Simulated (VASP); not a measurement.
Wanted: the native input for a VASP 6.6.1 run.

* Task: relaxation of cell and atoms
* Functional: LDA
* Potentials or basis: VASP PAW LDA potentials, release 64 (Zr_sv)
* Cutoff: 600 eV
* k mesh: 17 × 17 × 17
* Occupations: fermi-dirac, width 0.1 eV
* Spin: no spin polarisation
* Target pressure: 220 GPa
* Dipole correction: no
* Further INCAR settings: ALGO = Normal; EDIFF = 1e-07; IBRION = 2; EDIFFG = -0.005; NSW = 32; ISIF = 3

The structure of Zr lies in POSCAR:

```
Zr
1.0
    2.2524762822      0.0000000000      0.0000000000
    0.0000000000      2.2524762822      0.0000000000
    0.0000000000      0.0000000000      2.2524762822
Zr
1
Direct
    0.0000000000      0.0000000000      0.0000000000
```

These files were run (other wordings do the same):

INCAR

```
ALGO = Normal
EDIFF = 1E-7
EDIFFG = -0.005
ENCUT = 600
IBRION = 2
ISIF = 3
ISMEAR = -1
LASPH = True
LCHARG = False
LREAL = False
LWAVE = False
NELM = 100
NSW = 32
PREC = Accurate
PSTRESS = 2200.0
SIGMA = 0.1
```

KPOINTS

```
k-points
0
Gamma
  17 17 17
```

Potentials or basis: VASP PAW LDA potentials, release 64 (Zr_sv).

The run is started by

```sh
$ cat potpaw_LDA.64/Zr_sv/POTCAR > POTCAR
$ mpirun -np 1 vasp_std > vasp.out
```

It gave:

The relaxed volume is 11.48 Å³/atom. The relaxed cell is a = 2.256 Å, b = 2.256 Å, c = 2.256 Å, α = 90.00°, β = 90.00°, γ = 90.00°, the space group after relaxing (to 0.05 Å) is Pm-3m (No. 221) and the energy change on relaxing (the enthalpy is what falls) is -71.0 meV/atom. The ionic steps are 4. The pressure after relaxing is 220.0 GPa. The band gap on the k mesh is zero (band 6 reaches 21.15 eV, above the bottom of band 7 at 13.49 eV).

Caveat: the cell is relaxed towards a set pressure, so the enthalpy falls and the energy may rise.

Wall time 19 s on 1 thread of Intel(R) Xeon(R) 6975P-C (Granite Rapids), with other jobs on the host, peak memory 0.13 GiB.
